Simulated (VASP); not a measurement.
Runs of VASP 6.6.1 on Al2O3. The structure is that of space group P-3m1 (No. 164), or close to it. The cells are those of the table. 

```tsv
cell	gap on the mesh (eV)	pressure (GPa)	largest force (eV/Å)
a = 3.250, b = 3.250, c = 6.528 Å, angles 90.0, 90.0, 120.0°, 5 atoms	3.63	16.1	13.42
a = 2.840, b = 2.840, c = 8.554 Å, angles 90.0, 90.0, 120.0°, 5 atoms	(d)	(a)	4.38
a = 2.969, b = 2.969, c = 7.825 Å, angles 90.0, 90.0, 120.0°, 5 atoms	2.40	-6.3	1.69
a = 3.059, b = 3.059, c = 7.371 Å, angles 90.0, 90.0, 120.0°, 5 atoms	3.38	-4.0	1.53
a = 2.923, b = 2.923, c = 8.072 Å, angles 90.0, 90.0, 120.0°, 5 atoms	1.83	(b)	2.87
a = 2.765, b = 2.765, c = 9.022 Å, angles 90.0, 90.0, 120.0°, 5 atoms	none	3.8	4.96
a = 3.185, b = 3.185, c = 6.797 Å, angles 90.0, 90.0, 120.0°, 5 atoms	4.01	6.9	8.49
a = 3.103, b = 3.103, c = 7.165 Å, angles 90.0, 90.0, 120.0°, 5 atoms	3.79	(c)	3.59
```

Alike in all rows: task single point; level r2SCAN; potentials or basis VASP PAW PBE potentials, release 64 (Al, O); no spin polarisation; k mesh 12 × 12 × 4; cutoff (eV) 520; smearing gaussian 0.05 eV.

Question: Estimate the missing entries.

Answer: (a) -2.4; (b) -5.9; (c) -1.3; (d) 0.66.

Caveats: the PAW data sets were made with another functional, which shifts forces and pressure a little; the cell stands under pressure (at least some runs); the cell stands under tension (at least some runs).

A k mesh can miss the band edges.

A gap of «none» marks levels without a gap at the run's occupations.
